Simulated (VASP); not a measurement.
Here is a VASP 6.6.1 calculation.

File INCAR:

```
PREC = Accurate
ENCUT = 520
EDIFF = 1E-8
ISMEAR = -1
SIGMA = 0.05
LREAL = False
LASPH = True
NELM = 60
ALGO = Normal
ISIF = 2
LWAVE = False
LCHARG = False
GGA = PE
LEFG = True
NBANDS = 15
```

KPOINTS

```
Automatic mesh
0
Gamma
  9 9 9
```

Contents of POSCAR:

```
Al2Pt
1.0
    0.0000000000      2.9550000000      2.9550000000
    2.9550000000      0.0000000000      2.9550000000
    2.9550000000      2.9550000000      0.0000000000
Al Pt
2 1
Direct
    0.2050000000      0.2050000000      0.2050000000
    0.7500000000      0.7500000000      0.7500000000
    0.0450000000      0.0450000000      0.0450000000
```

Potentials or basis: VASP PAW PBE potentials, release 64 (Al, Pt).

Launch:

```sh
$ cat potpaw_PBE.64/Al/POTCAR potpaw_PBE.64/Pt/POTCAR > POTCAR
$ mpirun -np 1 vasp_std > vasp.out
```

Q: Predict the band gap on the k mesh.

A: Zero (band 8 reaches 11.41 eV, above the bottom of band 9 at 6.82 eV).

Q: Predict the largest force.

A: 33.741 eV/Å.

Electric field gradients, principal values (V/Å²):
```
atom    least   middle  greatest (by size)
1 Al   24.192   24.192             -48.384
2 Al  -20.069  -20.069              40.138
3 Pt   -1.265   -1.265               2.529
```

Caveat: the cell differs from its parent crystal (shortest bond scaled by 0.64); without QUAD_EFG the Cq values of the log hold for a quadrupole moment of 1 mb, not for the nuclei; spin-orbit coupling is left out, which moves the levels of the heavy elements; forces of over 1 eV/Å act on the atoms, so gaps and moduli don't describe the material at rest.
